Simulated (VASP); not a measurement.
## Zn: single point with PBE+D3(BJ)

Zn:

```
Zn
1.0
     2.61775    0.00000    0.00000
    -1.30888    2.26704    0.00000
     0.00000    0.00000    4.80358
Zn
2
Cartesian
  0.0000 1.5114 1.2009
  1.3089 0.7557 3.6027
```

```yaml
Program: VASP 6.6.1
Task: single point
Functional: PBE
Dispersion: D3(BJ)
Potentials_or_basis: VASP PAW PBE potentials, release 64 (Zn)
Cutoff: 520 eV
k_mesh: 18 × 18 × 8
Occupations: gaussian, width 0.1 eV
Spin: no spin polarisation
Dipole_correction: no
Further_INCAR_settings: ALGO = Normal; EDIFF = 1e-07; NBANDS = 19
```

| Quantity | Value |
| --- | --- |
| Pressure | 0.4 GPa |
| Band gap on the k mesh | zero (band 12 reaches 5.20 eV, above the bottom of band 13 at 0.74 eV) |
| Dispersion energy per atom | -0.430 eV |

Stress tensor (GPa, compression positive):
```
0.46 0.00 0.00
0.00 0.46 0.00
0.00 0.00 0.29
```

Levels at points of the mesh, in eV from the Fermi level:
| k point | band 8 | band 9 | band 10 | band 11 | band 12 | band 13 | band 14 | band 15 | band 16 | band 17 |
| --- | --- | --- | --- | --- | --- | --- | --- | --- | --- | --- |
| (0.00, 0.00, 0.00) | -7.59 | -7.59 | -7.34 | -7.34 | -4.06 | -2.99 | 14.49 | 17.91 | 17.91 | 18.11 |
| (0.50, 0.00, 0.00) | -7.35 | -7.16 | -7.13 | -3.23 | -2.40 | 2.73 | 3.47 | 4.42 | 5.74 | 10.24 |
| (0.00, 0.00, 0.50) | -7.99 | -7.44 | -7.44 | -7.44 | -7.44 | 4.89 | 4.89 | 19.31 | 19.31 | 19.31 |
| (0.50, 0.00, 0.50) | -7.37 | -7.14 | -7.14 | -2.23 | -2.23 | 0.08 | 0.08 | 10.59 | 10.59 | 12.20 |

Wall time 74 s on 1 thread of Intel(R) Xeon(R) Platinum 8259CL CPU @ 2.50GHz (Skylake/Cascade Lake), with other jobs on the host, peak memory 0.21 GiB.

Caveat: pairwise dispersion overbinds metals, which lowers pressure and volume.
